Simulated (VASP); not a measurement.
TiO2: single point with r2SCAN+U

TiO2:

```
Ti O
1.0
     4.59736    0.00000    0.00000
     0.00000    4.59736    0.00000
     0.00000    0.00000    2.99288
Ti O
2 4
Direct
  0.00000 0.00000 0.03909
  0.50000 0.50000 0.53909
  0.30514 0.30514 0.94153
  0.19486 0.80514 0.44153
  0.69486 0.69486 0.94153
  0.80514 0.19486 0.44153
```

This cell differs from its parent crystal: atoms displaced along a vibrational mode.

| Property | Result |
| --- | --- |
| Program | VASP 6.6.1 |
| Task | single point |
| Functional | r2SCAN |
| Potentials or basis | VASP PAW PBE potentials, release 64 (Ti_sv, O) |
| Cutoff | 520 eV |
| k mesh | 6 × 6 × 8 |
| Occupations | gaussian, width 0.05 eV |
| Spin | no spin polarisation |
| Hubbard terms | Ti d U = 4.0 eV |

```json
{
  "Pressure": "18.6 GPa",
  "Largest force": "4.080 eV/Å",
  "Band gap on the k mesh": "3.59 eV (least direct gap 4.04 eV)"
}
```

Forces in eV/Å, atoms in the order of the input:
```
Ti   0.000  0.000 -4.080
Ti   0.000  0.000 -4.080
O   -1.254 -1.254  2.040
O    1.254 -1.254  2.040
O    1.254  1.254  2.040
O   -1.254  1.254  2.040
```

Stress tensor (GPa, compression positive):
```
16.22  0.00  0.00
 0.00 16.22  0.00
 0.00  0.00 23.44
```

Levels at points of the mesh, in eV from the valence-band top:
| k point | band 20 | band 21 | band 22 | band 23 | band 24 | band 25 | band 26 | band 27 | band 28 | band 29 |
| --- | --- | --- | --- | --- | --- | --- | --- | --- | --- | --- |
| (0.00, 0.00, 0.00) | -2.25 | -1.44 | -0.81 | -0.81 | 0.00 | 4.15 | 4.41 | 4.42 | 4.76 | 4.76 |
| (0.50, 0.00, 0.00) | -2.25 | -1.42 | -1.42 | -0.76 | -0.76 | 3.75 | 3.75 | 5.20 | 5.20 | 5.40 |
| (0.50, 0.50, 0.00) | -1.94 | -1.91 | -1.91 | -1.34 | -1.34 | 4.36 | 4.36 | 4.63 | 4.63 | 5.48 |
| (0.00, 0.00, 0.50) | -2.95 | -2.29 | -2.29 | -1.22 | -1.22 | 4.72 | 4.72 | 4.97 | 4.97 | 5.23 |
| (0.50, 0.00, 0.50) | -2.47 | -1.67 | -1.67 | -1.11 | -1.11 | 3.76 | 3.76 | 4.95 | 4.95 | 5.47 |
| (0.50, 0.50, 0.50) | -2.57 | -1.64 | -0.83 | -0.45 | -0.45 | 3.59 | 4.67 | 4.77 | 4.77 | 5.07 |

Eigenvalues of the final occupation matrices:
| site | spin | trace | eigenvalues |
| --- | --- | --- | --- |
| site 1 d | 1 | 0.86 | 0.11 0.11 0.11 0.23 0.30 |
| site 1 d | 2 | 0.86 | 0.11 0.11 0.11 0.23 0.30 |
| site 2 d | 1 | 0.86 | 0.11 0.11 0.11 0.23 0.30 |
| site 2 d | 2 | 0.86 | 0.11 0.11 0.11 0.23 0.30 |

It took 4.2 min on 1 thread of Intel(R) Xeon(R) Platinum 8259CL CPU @ 2.50GHz (Skylake/Cascade Lake), with other jobs on the host, peak memory 0.23 GiB.

Caveat: the cell differs from its parent crystal (atoms displaced along a vibrational mode); the cell stands under pressure; the PAW data sets were made with another functional, which shifts forces and pressure a little. A k mesh can miss the band edges.
